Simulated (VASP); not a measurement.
# Al2Ru (I4/mmm) in VASP: a series of runs

Al2Ru is run at these levels: r2SCAN; tasks: single point.

Program: VASP 6.6.1. These are calculated values, not measurements. Logs are shortened: lines on timing, memory, paths and dates and some standing lists are left out, and cuts for length are marked.

### Step 1. The cell of the first run

Symmetry: I4/mmm, No. 139, tetragonal system. Conventional cell: a = 3.184 Å, b = 3.184 Å, c = 8.344 Å, α = 90.00°, β = 90.00°, γ = 90.00°. Within 3.5 Å of Al (site symmetry 4mm) lie 5 Ru at 2.62 to 2.84 Å and 9 Al at 2.67 to 3.18 Å. Ru (site symmetry 4/mmm) has 10 Al at 2.62 to 2.84 Å and 4 Ru at 3.18 Å within 3.5 Å.

### Step 2. Single point, r2SCAN (biaxial strain in the a-b plane: +2.0 %)

Input file POSCAR:

```
Al2Ru
1.0
    3.1842569199      0.0000000000      0.0000000000
    0.0000000000      3.1842569199      0.0000000000
    0.0000000000      0.0000000000      8.3436436056
Al Ru
4 2
Direct
    0.5000000000      0.5000000000      0.1597750749
    0.0000000000      0.0000000000      0.3402249251
    0.0000000000      0.0000000000      0.6597750749
    0.5000000000      0.5000000000      0.8402249251
    0.0000000000      0.0000000000      0.0000000000
    0.5000000000      0.5000000000      0.5000000000
```

Input file INCAR.step1:

```
SYSTEM = Al2Ru
  PREC = Accurate
  ENCUT = 520
  ISMEAR = 0
  SIGMA = 0.1
  LREAL = .FALSE.
  LASPH = .TRUE.
  NELM = 100
  NBANDS = 29
  GGA = PE
  ALGO = Normal
  EDIFF = 1E-4
  LWAVE = .TRUE.
  LCHARG = .FALSE.
```

Input file INCAR.step2:

```
SYSTEM = Al2Ru
  PREC = Accurate
  ENCUT = 520
  EDIFF = 1E-7
  ISMEAR = 0
  SIGMA = 0.1
  LREAL = .FALSE.
  LASPH = .TRUE.
  NELM = 100
  ALGO = Normal
  ISIF = 2
  LWAVE = .FALSE.
  LCHARG = .FALSE.
  METAGGA = R2SCAN
  LMIXTAU = .TRUE.
  NBANDS = 29
  ISTART = 1
```

Input file KPOINTS:

```
Automatic mesh
0
G
  12 12 4
  0 0 0
```

Potentials or basis: VASP PAW PBE potentials, release 64 (Al, Ru_pv).

Run with:

```bash
$ cat potpaw_PBE.64/Al/POTCAR potpaw_PBE.64/Ru_pv/POTCAR > POTCAR
$ cp INCAR.step1 INCAR
$ mpirun -np 1 vasp_std > vasp.out
$ cp INCAR.step2 INCAR
$ mpirun -np 1 vasp_std > vasp.out
```

OUTCAR:

```text
SYSTEM = Al2Ru
   PREC = Accurate
   ENCUT = 520
   EDIFF = 1E-7
   ISMEAR = 0
   LREAL = .FALSE.
   LASPH = .TRUE.
   NELM = 100
   ISIF = 2
   METAGGA = R2SCAN
   ISTART = 1

 ion  position               nearest neighbor table
   1  0.500  0.500  0.160-   5 2.62   5 2.62   5 2.62   5 2.62   4 2.67   2 2.71   2 2.71   2 2.71
                             2 2.71   6 2.84
   2  0.000  0.000  0.340-   6 2.62   6 2.62   6 2.62   6 2.62   3 2.67   1 2.71   1 2.71   1 2.71
                             1 2.71   5 2.84
   3  0.000  0.000  0.660-   6 2.62   6 2.62   6 2.62   6 2.62   2 2.67   4 2.71   4 2.71   4 2.71
                             4 2.71   5 2.84
   4  0.500  0.500  0.840-   5 2.62   5 2.62   5 2.62   5 2.62   1 2.67   3 2.71   3 2.71   3 2.71
                             3 2.71   6 2.84
   5  0.000  0.000  0.000-   1 2.62   4 2.62   1 2.62   4 2.62   1 2.62   4 2.62   1 2.62   4 2.62
                             3 2.84   2 2.84
   6  0.500  0.500  0.500-   2 2.62   3 2.62   2 2.62   3 2.62   2 2.62   3 2.62   2 2.62   3 2.62
                             1 2.84   4 2.84

  LATTYP: Found a simple tetragonal cell.
 ALAT       =     3.1842569199
 C/A-ratio  =     2.6202796494

  Lattice vectors:

 A1 = (   3.1842569199,   0.0000000000,   0.0000000000)
 A2 = (   0.0000000000,   3.1842569199,   0.0000000000)
 A3 = (   0.0000000000,   0.0000000000,   8.3436436056)

Analysis of symmetry for initial positions (statically):
=====================================================================
 Subroutine PRICEL returns following result:

  LATTYP: Found a body centered tetragonal cell.
 ALAT       =     3.1842569199
 C/A-ratio  =     2.6202796494

  Lattice vectors:

 A1 = (  -1.5921284600,   1.5921284600,   4.1718218028)
 A2 = (   1.5921284600,  -1.5921284600,   4.1718218028)
 A3 = (   1.5921284600,   1.5921284599,  -4.1718218028)

   2 primitive cells build up your supercell.

 Routine SETGRP: Setting up the symmetry group for a
 simple tetragonal supercell.

 Subroutine GETGRP returns: Found 16 space group operations
 (whereof 16 operations were pure point group operations)
 out of a pool of 16 trial point group operations.

The static configuration has the point symmetry D_4h.

Analysis of symmetry for dynamics (positions and initial velocities):
=====================================================================
 Subroutine PRICEL returns following result:

  LATTYP: Found a body centered tetragonal cell.
 ALAT       =     3.1842569199
 C/A-ratio  =     2.6202796494

  Lattice vectors:

 A1 = (  -1.5921284600,   1.5921284600,   4.1718218028)
 A2 = (   1.5921284600,  -1.5921284600,   4.1718218028)
 A3 = (   1.5921284600,   1.5921284599,  -4.1718218028)

   2 primitive cells build up your supercell.

 Routine SETGRP: Setting up the symmetry group for a
 simple tetragonal supercell.

 Subroutine GETGRP returns: Found 16 space group operations
 (whereof 16 operations were pure point group operations)
 out of a pool of 16 trial point group operations.

The dynamic configuration has the point symmetry D_4h.

 Subroutine INISYM returns: Found 16 space group operations
 (whereof 16 operations are pure point group operations),
 and found     2 'primitive' translations

----------------------------------------------------------------------------------------

                                     Primitive cell

  volume of cell :      42.3002

  direct lattice vectors                    reciprocal lattice vectors
    -1.592128460  1.592128460  4.171821803     0.000000000  0.314045011  0.119851716
     1.592128460 -1.592128460  4.171821803     0.314045011  0.000000000  0.119851716
     1.592128460  1.592128460 -4.171821803     0.314045011  0.314045011  0.000000000

  length of vectors
     4.740658522  4.740658522  4.740658522     0.336137922  0.336137922  0.444126714

  position of ions in fractional coordinates (direct lattice)
     0.659775075  0.659775075  1.000000000
     0.340224925  0.340224925  0.000000000
     0.000000000  0.000000000  0.000000000

[... 58 lines left out ...]
      4     -33.8829      2.00000
      5     -33.7548      2.00000
      6     -33.7519      2.00000
[... 21 lines left out ...]
     28      16.6428      0.00000
     29      16.9706      0.00000

 k-point     3 :       0.1667    0.0000    0.0000
  band No.  band energies     occupation
      1     -33.9133      2.00000
      2     -33.9131      2.00000
      3     -33.8811      2.00000
      4     -33.8810      2.00000
      5     -33.7523      2.00000
      6     -33.7498      2.00000
[... 21 lines left out ...]
     28      16.8290      0.00000
     29      17.3251      0.00000

 k-point     4 :       0.2500    0.0000    0.0000
  band No.  band energies     occupation
      1     -33.9426      2.00000
      2     -33.9425      2.00000
      3     -33.8785      2.00000
      4     -33.8784      2.00000
      5     -33.7489      2.00000
      6     -33.7469      2.00000
[... 21 lines left out ...]
     28      17.4152      0.00000
     29      18.4306      0.00000

 k-point     5 :       0.3333    0.0000    0.0000
  band No.  band energies     occupation
      1     -33.9718      2.00000
      2     -33.9718      2.00000
      3     -33.8759      2.00000
      4     -33.8758      2.00000
      5     -33.7455      2.00000
      6     -33.7440      2.00000
[... 21 lines left out ...]
     28      17.7634      0.00000
     29      18.2218      0.00000
[... 510 lines left out ...]
     28      15.1902      0.00000
     29      15.2321      0.00000

 k-point    22 :       0.5000    0.2500    0.0000
  band No.  band energies     occupation
      1     -33.9938      2.00000
      2     -33.9938      2.00000
      3     -33.9302      2.00000
      4     -33.9302      2.00000
      5     -33.7360      2.00000
      6     -33.7360      2.00000
[... 21 lines left out ...]
     28      14.5005      0.00000
     29      16.2085      0.00000

 k-point    23 :       0.3333    0.3333    0.0000
  band No.  band energies     occupation
      1     -33.9627      2.00000
      2     -33.9625      2.00000
      3     -33.9612      2.00000
      4     -33.9608      2.00000
      5     -33.7364      2.00000
      6     -33.7357      2.00000
[... 21 lines left out ...]
     28      14.9852      0.00000
     29      15.7627      0.00000

 k-point    24 :       0.4167    0.3333    0.0000
  band No.  band energies     occupation
      1     -33.9826      2.00000
      2     -33.9826      2.00000
      3     -33.9594      2.00000
      4     -33.9593      2.00000
      5     -33.7341      2.00000
      6     -33.7337      2.00000
[... 21 lines left out ...]
     28      15.6186      0.00000
     29      15.6556      0.00000

 [... further k-points ...]

------------------------ aborting loop because EDIFF is reached ----------------------------------------

  FORCE on cell =-STRESS in cart. coord.  units (eV):
  Direction    XX          YY          ZZ          XY          YZ          ZX
  --------------------------------------------------------------------------------------
  -------------------------------------------------------------------------------------
  Total       -3.6445328     -3.6445328     -0.3099429      0.0000000      0.0000000     -0.0000000
  in kB      -69.0208800    -69.0208800     -5.8697595      0.0000000      0.0000000     -0.0000000
  external PRESSURE =     -47.9705065 kB  Pullay stress =       0.0000000 kB

 VOLUME and BASIS-vectors are now :
 -----------------------------------------------------------------------------
  energy-cutoff  :      520.00
  volume of cell :       84.60
      direct lattice vectors                 reciprocal lattice vectors
     3.184256920  0.000000000  0.000000000     0.314045011  0.000000000  0.000000000
     0.000000000  3.184256920  0.000000000     0.000000000  0.314045011  0.000000000
     0.000000000  0.000000000  8.343643606     0.000000000  0.000000000  0.119851716

 POSITION                                       TOTAL-FORCE (eV/Angst)
 -----------------------------------------------------------------------------------
      1.59213      1.59213      1.33311         0.000000      0.000000      0.098886
      0.00000      0.00000      2.83872         0.000000     -0.000000     -0.098886
      0.00000      0.00000      5.50493         0.000000     -0.000000      0.098886
      1.59213      1.59213      7.01054        -0.000000      0.000000     -0.098886
      0.00000      0.00000      0.00000        -0.000000      0.000000      0.000000
      1.59213      1.59213      4.17182        -0.000000     -0.000000      0.000000
 -----------------------------------------------------------------------------------
    total drift:                                0.000000      0.000000      0.000000

  FREE ENERGIE OF THE ION-ELECTRON SYSTEM (eV)
  ---------------------------------------------------
  free  energy   TOTEN  =       -82.2792549402 eV

  energy  without entropy=      -82.2767072916  energy(sigma->0) =      -82.27798112
```

Run time: 3.5 min. Hardware: 1 thread of Intel Xeon 6975P-C (Granite Rapids), shared host; peak memory 0.3 GiB.

What came out:

```
Free energy            : -82.2793 eV
Pressure               : -4.8 GPa
Largest force          : 0.099 eV/Å
Band gap on the k mesh : zero (bands 20 and 21 overlap by 0.12 eV)
```

Forces in eV/Å, atoms in the order of the input:
```
Al   0.000  0.000  0.099
Al   0.000  0.000 -0.099
Al   0.000  0.000  0.099
Al   0.000  0.000 -0.099
Ru   0.000  0.000  0.000
Ru   0.000  0.000  0.000
```

Levels at points of the mesh, in eV from the Fermi level:
```csv
k point,band 17,band 18,band 19,band 20,band 21,band 22,band 23,band 24
"(0.00, 0.00, 0.00)",-1.73,-1.70,-1.28,-1.25,2.70,2.96,2.96,4.69
"(0.50, 0.00, 0.00)",-2.35,-2.35,-1.65,-1.65,0.47,0.47,3.16,3.16
"(0.50, 0.50, 0.00)",-1.34,-1.34,-0.52,-0.52,0.21,0.21,1.82,1.82
"(0.00, 0.00, 0.50)",-2.01,-2.01,-1.26,-1.26,3.95,3.95,3.95,3.95
"(0.50, 0.00, 0.50)",-2.84,-2.84,-1.64,-1.64,0.53,0.53,3.28,3.28
"(0.50, 0.50, 0.50)",-1.87,-1.87,-0.54,-0.54,0.21,0.21,1.31,1.31
```

Caveat: the cell differs from its parent crystal (biaxial strain in the a-b plane: +2.0 %); the cell stands under tension; the PAW data sets were made with another functional, which shifts forces and pressure a little.

(Part 1 of 2 ends here.)
